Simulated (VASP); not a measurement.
# Al4BSbP2 (P-42m) in VASP: relaxation of cell and atoms with PBE

Aim: the relaxation of cell and atoms of Al4BSbP2 with PBE.

All numbers are computed with VASP 6.6.1; they aren't measurements. Logs are shortened: lines on timing, memory, paths and dates and some standing lists are left out, and cuts for length are marked.

## (1) The cell of the first run

The structure is tetragonal, space group P-42m (No. 111). The conventional cell has a = 5.405 Å, b = 5.405 Å, c = 5.767 Å, α = 90.00°, β = 90.00°, γ = 90.00°. Within 2.9 Å of Al (site symmetry m) lie 1 B at 2.17 Å and 2 P at 2.40 Å and 1 Sb at 2.66 Å. Within 2.9 Å of B (site symmetry -42m) lie 4 Al at 2.17 Å. Sb (site symmetry -42m) has 4 Al at 2.66 Å within 3.5 Å. P (site symmetry 222) has 4 Al at 2.40 Å within 3.2 Å.

## (2) Relaxation of cell and atoms, PBE

Contents of INCAR:

```
PREC = Accurate ; ENCUT = 600
EDIFF = 1E-7 ; ISMEAR = 0
SIGMA = 0.1 ; LREAL = False
LASPH = True ; NELM = 60
ALGO = Normal ; ISIF = 3
LWAVE = False ; LCHARG = False
GGA = PE ; IBRION = 2
NSW = 100 ; EDIFFG = -0.01
```

Contents of KPOINTS:

```
regular mesh
0
Gamma
  6 6 6
```

Contents of POSCAR:

```
Al4BSbP2
1.0
    5.4054754989      0.0000000000      0.0000000000
    0.0000000000      5.4054754989      0.0000000000
    0.0000000000      0.0000000000      5.7674719696
Al B Sb P
4 1 1 2
Direct
    0.2091269172      0.7908730828      0.7457103317
    0.7908730828      0.2091269172      0.7457103317
    0.7908730828      0.7908730828      0.2542896683
    0.2091269172      0.2091269172      0.2542896683
    0.0000000000      0.0000000000      0.0000000000
    0.5000000000      0.5000000000      0.0000000000
    0.0000000000      0.5000000000      0.5000000000
    0.5000000000      0.0000000000      0.5000000000
```

Potentials or basis: VASP PAW PBE potentials, release 64 (Al, B, Sb, P).

Run with:

```
cat potpaw_PBE.64/Al/POTCAR potpaw_PBE.64/B/POTCAR potpaw_PBE.64/Sb/POTCAR potpaw_PBE.64/P/POTCAR > POTCAR
mpirun -np 1 vasp_std > vasp.out
```

OUTCAR:

```text
PREC = Accurate
   ENCUT = 600
   EDIFF = 1E-7
   ISMEAR = 0
   LREAL = False
   LASPH = True
   NELM = 60
   ISIF = 3
   GGA = PE
   IBRION = 2
   NSW = 100
   EDIFFG = -0.01

 ion  position               nearest neighbor table
   1  0.209  0.791  0.746-   5 2.17   7 2.40   8 2.40   6 2.66   2 3.20
   2  0.791  0.209  0.746-   5 2.17   7 2.40   8 2.40   6 2.66   1 3.20
   3  0.791  0.791  0.254-   5 2.17   7 2.40   8 2.40   6 2.66   4 3.20
   4  0.209  0.209  0.254-   5 2.17   7 2.40   8 2.40   6 2.66   3 3.20
   5  0.000  0.000  0.000-   1 2.17   2 2.17   3 2.17   4 2.17
   6  0.500  0.500  0.000-   1 2.66   2 2.66   3 2.66   4 2.66
   7  0.000  0.500  0.500-   1 2.40   2 2.40   3 2.40   4 2.40
   8  0.500  0.000  0.500-   1 2.40   2 2.40   3 2.40   4 2.40

  LATTYP: Found a simple tetragonal cell.
 ALAT       =     5.4054754989
 C/A-ratio  =     1.0669684787

  Lattice vectors:

 A1 = (   5.4054754989,   0.0000000000,   0.0000000000)
 A2 = (   0.0000000000,   5.4054754989,   0.0000000000)
 A3 = (   0.0000000000,   0.0000000000,   5.7674719696)

Analysis of symmetry for initial positions (statically):
=====================================================================
 Subroutine PRICEL returns:
 Original cell was already a primitive cell.

 Routine SETGRP: Setting up the symmetry group for a
 simple tetragonal supercell.

 Subroutine GETGRP returns: Found  8 space group operations
 (whereof  8 operations were pure point group operations)
 out of a pool of 16 trial point group operations.

The static configuration has the point symmetry D_2d.

Analysis of symmetry for dynamics (positions and initial velocities):
=====================================================================
 Subroutine PRICEL returns:
 Original cell was already a primitive cell.

 Routine SETGRP: Setting up the symmetry group for a
 simple tetragonal supercell.

 Subroutine GETGRP returns: Found  8 space group operations
 (whereof  8 operations were pure point group operations)
 out of a pool of 16 trial point group operations.

The dynamic configuration has the point symmetry D_2d.

 Subroutine INISYM returns: Found  8 space group operations
 (whereof  8 operations are pure point group operations),
 and found     1 'primitive' translations

----------------------------------------------------------------------------------------

                                     Primitive cell

  volume of cell :     168.5207

  direct lattice vectors                    reciprocal lattice vectors
[... 109 lines left out ...]
   PSTRESS=    0.0 pullay stress
   NELECT =      30.0000    total number of electrons
   NUPDOWN=      -1.0000    fix difference up-down
   EMIN   =  10.00;   EMAX   =-10.00  energy-range for DOS
   EFERMI =   0.00;   METHOD = LEGACY
   ISMEAR =     0;   SIGMA  =   0.10  broadening in eV -4-tet -1-fermi 0-gaus
   EFERMI_NEDOS =   21; number of points for ismear=-14 and -15
   IALGO  =     38    algorithm
   IMIX   =      4    mixing-type and parameters
     AMIX     =   0.40;   BMIX     =  1.00
     AMIX_MAG =   1.60;   BMIX_MAG =  1.00
  volume/ion in A,a.u.               =      21.07       142.15
  Fermi-wavevector in a.u.,A,eV,Ry     =   0.920939  1.740322 11.539488  0.848128
  Thomas-Fermi vector in A             =   2.046300
   LORBIT       =      0    0 simple, 1 ext, 2 COOP (PROOUT), +10 PAW based schemes
   GGA     = PE    functional components
   LHFCALC =     F    Hartree Fock is set to
   AEXX    =    0.0000 exact exchange contribution
   IVDW    =     0    specifies the selected vdW correction
   LEPSILON=     F    determine dielectric tensor
   LRPA    =     F    only Hartree local field effects (RPA)
 conjugate gradient relaxation of ions
 non-spin polarized calculation
 Gauss-broadening in eV      SIGMA  =   0.10
  energy-cutoff  :      600.00
  volume of cell :      168.52
 maximum number of plane-waves:      5682
 NGX is ok and might be reduce to    48
   NGX = 21   NGY = 21   NGZ = 23

--------------------------------------- Ionic step        1  -------------------------------------------

 number of electron      30.0000000 magnetization

 Free energy of the ion-electron system (eV)
  ---------------------------------------------------
  ext. energy  EPLUGINS =         0.00000000
  ---------------------------------------------------
  free energy    TOTEN  =       -37.03143013 eV

  energy without entropy =      -37.02267354  energy(sigma->0) =      -37.02705184

------------------------ aborting loop because EDIFF is reached ----------------------------------------

  FORCE on cell =-STRESS in cart. coord.  units (eV):
  Direction    XX          YY          ZZ          XY          YZ          ZX
  --------------------------------------------------------------------------------------
  -------------------------------------------------------------------------------------
  Total       -0.8313165     -0.8313165      0.9002558      0.0000000      0.0000000      0.0000000
  in kB       -7.9035773     -7.9035773      8.5590036      0.0000000      0.0000000      0.0000000
  external PRESSURE =      -2.4160504 kB  Pullay stress =       0.0000000 kB
[... 239 lines left out ...]
--------------------------------------- Ionic step        7  -------------------------------------------

 number of electron      29.9999999 magnetization

 Free energy of the ion-electron system (eV)
  ---------------------------------------------------
  ext. energy  EPLUGINS =         0.00000000
  ---------------------------------------------------
  free energy    TOTEN  =       -37.06427471 eV

  energy without entropy =      -37.05591527  energy(sigma->0) =      -37.06009499

 E-fermi :   4.7745     XC(G=0):  -9.2002

 val. band max:        4.7281607525   @ k =   0.1667   0.0000   0.5000
 cond. band min:       4.7902631689   @ k =   0.1667   0.1667   0.1667
 fundamental gap:      0.0621024164
 Fermi energy:         4.7745435625

 k-point     1 :       0.0000    0.0000    0.0000
  band No.  band energies     occupation
      1      -6.6281      2.00000
      2      -4.6164      2.00000
      3      -4.0910      2.00000
      4      -1.7620      2.00000
      5      -1.0075      2.00000
      6      -0.3578      2.00000
[... 541 lines left out ...]
     19       8.6594      0.00000
     20       8.7401      0.00000

 [... further k-points ...]

------------------------ aborting loop because EDIFF is reached ----------------------------------------

  FORCE on cell =-STRESS in cart. coord.  units (eV):
  Direction    XX          YY          ZZ          XY          YZ          ZX
  --------------------------------------------------------------------------------------
  -------------------------------------------------------------------------------------
  Total       -0.0229785     -0.0229785     -0.0128464      0.0000000      0.0000000      0.0000000
  in kB       -0.2195250     -0.2195250     -0.1227277      0.0000000      0.0000000      0.0000000
  external PRESSURE =      -0.1872593 kB  Pullay stress =       0.0000000 kB
[... 23 lines left out ...]
  FREE ENERGIE OF THE ION-ELECTRON SYSTEM (eV)
  ---------------------------------------------------
  free  energy   TOTEN  =       -37.0642747118 eV

  energy  without entropy=      -37.0559152687  energy(sigma->0) =      -37.06009499

 reached required accuracy - stopping structural energy minimisation
```

Wall time 6.1 min (1 thread of AMD EPYC 9R45 (Zen 5), shared host); peak memory 0.44 GiB.

What came out:

* Free energy: -37.0643 eV
* Relaxed volume: 20.96 Å³/atom
* Relaxed cell: a = 5.327 Å, b = 5.327 Å, c = 5.910 Å, α = 90.00°, β = 90.00°, γ = 90.00°
* Space group after relaxing (to 0.1 Å): P-42m (No. 111)
* Energy gained by relaxing: 4.1 meV/atom
* Ionic steps: 7
* Pressure after relaxing: 0.0 GPa
* Largest force after relaxing: 0.008 eV/Å
* Band gap on the k mesh: zero (bands 15 and 16 overlap by 1.59 eV)

Forces on the atoms (eV/Å):
```
Al  -0.004  0.004  0.006
Al   0.004 -0.004  0.006
Al   0.004  0.004 -0.006
Al  -0.004 -0.004 -0.006
B    0.000  0.000  0.000
Sb   0.000  0.000  0.000
P    0.000  0.000  0.000
P    0.000  0.000  0.000
```

Step by step:
| step | energy change (eV) | largest force (eV/Å) | pressure (GPa) | volume (Å³) |
| --- | --- | --- | --- | --- |
| 1 | 0.0000 | 0.1602 | -0.24 | 168.52 |
| 2 | -0.0155 | 0.1023 | 0.08 | 167.74 |
| 3 | -0.0279 | 0.0284 | 0.68 | 166.31 |
| 4 | -0.0311 | 0.0230 | -0.42 | 168.61 |
| 5 | -0.0327 | 0.0220 | -0.03 | 167.76 |
| 6 | -0.0327 | 0.0219 | -0.04 | 167.79 |
| 7 | -0.0328 | 0.0083 | -0.02 | 167.71 |

Final structure:
```yaml
crystal:
  lattice:
    - [5.32712, 0.00000, 0.00000]
    - [0.00000, 5.32712, 0.00000]
    - [0.00000, 0.00000, 5.90966]
  atoms:
    - { symbol: Al, position: [0.21069, 0.78931, 0.74226] }
    - { symbol: Al, position: [0.78931, 0.21069, 0.74226] }
    - { symbol: Al, position: [0.78931, 0.78931, 0.25774] }
    - { symbol: Al, position: [0.21069, 0.21069, 0.25774] }
    - { symbol: B, position: [0.00000, 0.00000, 0.00000] }
    - { symbol: Sb, position: [0.50000, 0.50000, 0.00000] }
    - { symbol: P, position: [0.00000, 0.50000, 0.50000] }
    - { symbol: P, position: [0.50000, 0.00000, 0.50000] }
```

Levels at points of the mesh, in eV from the Fermi level:
| k point | band 13 | band 14 | band 15 | band 16 | band 17 | band 18 |
| --- | --- | --- | --- | --- | --- | --- |
| (0.00, 0.00, 0.00) | -1.37 | 0.09 | 0.14 | 0.93 | 0.93 | 1.60 |
| (0.50, 0.00, 0.00) | -1.54 | -1.14 | -0.89 | -0.67 | 2.26 | 2.58 |
| (0.50, 0.50, 0.00) | -1.29 | -0.28 | 0.84 | 0.84 | 3.69 | 3.80 |
| (0.00, 0.00, 0.50) | -1.20 | -1.20 | 0.15 | 0.15 | 2.08 | 3.05 |
| (0.50, 0.00, 0.50) | -1.31 | -0.78 | -0.41 | -0.39 | 2.88 | 2.97 |
| (0.50, 0.50, 0.50) | -0.25 | -0.25 | 0.92 | 0.92 | 2.12 | 2.40 |

Caveat: spin-orbit coupling is left out, which moves the levels of the heavy elements.

The gap in the log of VASP goes by the Fermi energy; the results here count the filled bands.